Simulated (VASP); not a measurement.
A run of VASP 6.6.1:

INCAR

```
SYSTEM = BN
PREC = Accurate
ENCUT = 520
EDIFF = 1E-7
ISMEAR = 0
SIGMA = 0.05
LREAL = .FALSE.
LASPH = .TRUE.
NELM = 100
ALGO = Normal
ISIF = 2
LWAVE = .FALSE.
LCHARG = .FALSE.
GGA = CA
NBANDS = 16
```

Contents of KPOINTS:

```
regular mesh
0
G
  12 12 4
  0 0 0
```

File POSCAR:

```
BN
1.0
    2.3884617443      0.0000000000      0.0000000000
   -1.1942308721      2.0684685465      0.0000000000
    0.0000000000      0.0000000000      6.5427132561
B N
2 2
Direct
    0.3333333333      0.6666666667      0.2500000000
    0.6666666667      0.3333333333      0.7500000000
    0.3333333333      0.6666666667      0.7500000000
    0.6666666667      0.3333333333      0.2500000000
```

Potentials or basis: VASP PAW LDA potentials, release 64 (B, N).

Run with:

```bash
$ cat potpaw_LDA.64/B/POTCAR potpaw_LDA.64/N/POTCAR > POTCAR
$ mpirun -np 1 vasp_std > vasp.out
```

Hardware: 1 thread of AMD EPYC 9R45 96-Core Processor (Zen 5) (shared host).

Question: Estimate the wall time of this run.

Answer: It took 14 s on 1 thread of AMD EPYC 9R45 96-Core Processor (Zen 5), with other jobs on the host, peak memory 0.11 GiB. Counts: scf iterations 13, k points 57.
